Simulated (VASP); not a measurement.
The system is Be2Cd.

```
Be Cd
1.0
     5.05031    0.00000    0.00000
     0.00000    5.05031    0.00000
     0.00000    0.00000    3.25291
Be Cd
4 2
Direct
  0.30600 0.30600 0.00000
  0.19400 0.80600 0.50000
  0.69400 0.69400 0.00000
  0.80600 0.19400 0.50000
  0.00000 0.00000 0.00000
  0.50000 0.50000 0.50000
```

| Property | Result |
| --- | --- |
| Program | VASP 6.6.1 |
| Task | relaxation of cell and atoms |
| Functional | PBE |
| Potentials or basis | VASP PAW PBE potentials, release 64 (Be, Cd) |
| Cutoff | 600 eV |
| k mesh | 4 × 4 × 6 |
| Occupations | gaussian, width 0.1 eV |
| Spin | no spin polarisation |

At the start: pressure 29.8 GPa; volume 13.83 Å³/atom.

Task: How do energy, volume and symmetry change on relaxing?

Result: Over 28 steps the energy falls by 705.8 meV/atom and the volume is 17.06 Å³/atom (+23.4 %); space group P4_2/mnm (No. 136, to 0.1 Å) before and after.

The path:
```tsv
step	energy change (eV)	largest force (eV/Å)	pressure (GPa)	volume (Å³)
1	0.0000	1.0092	29.76	82.97
2	-2.2250	0.3209	-1.56	117.70
3	-2.2516	0.2529	0.52	112.27
4	-2.2525	0.2668	0.12	113.19
5	-2.2656	0.2129	-0.05	113.56
6	-2.2918	0.0571	-0.59	114.69
7	-2.2940	0.1362	-1.34	116.95
8	-2.2971	0.1298	-1.34	116.99
9	-2.3082	0.1093	-1.36	117.09
10	-2.3383	0.0638	-1.39	117.30
11	-2.4281	0.0138	-1.52	117.71
12	-2.6481	0.0089	-2.02	118.46
13	-3.1418	0.0004	-3.06	119.77
14	-2.8071	3.0152	-1.59	121.60
15	-3.3454	0.2977	-3.34	120.36
16	-3.4089	0.7108	-3.32	120.82
17	-3.4504	1.0699	-3.33	120.50
18	-3.4505	1.0587	-3.33	120.51
19	-3.5168	1.0193	-3.40	119.74
20	-3.7030	0.9081	-3.54	117.44
21	-4.0052	0.6339	-3.40	112.86
22	-4.1558	0.2969	-1.02	103.82
23	-4.1904	0.1054	-2.22	106.98
24	-4.1924	0.0453	-2.06	106.46
25	-4.2224	0.0096	-1.04	104.38
26	-4.2337	0.0225	0.05	102.37
27	-4.2338	0.0257	0.18	102.16
28	-4.2349	0.0086	0.09	102.39
```

Final structure:
```
Be Cd
1.0
     4.80308    0.00000    0.00000
     0.00000    4.80308    0.00000
     0.00000    0.00000    4.43817
Be Cd
4 2
Direct
  0.34830 0.34830 0.00000
  0.15170 0.84830 0.50000
  0.65170 0.65170 0.00000
  0.84830 0.15170 0.50000
  0.00000 0.00000 0.00000
  0.50000 0.50000 0.50000
```

Caveat: the volume moved by over 15 % at a fixed basis, so the end points are rough.
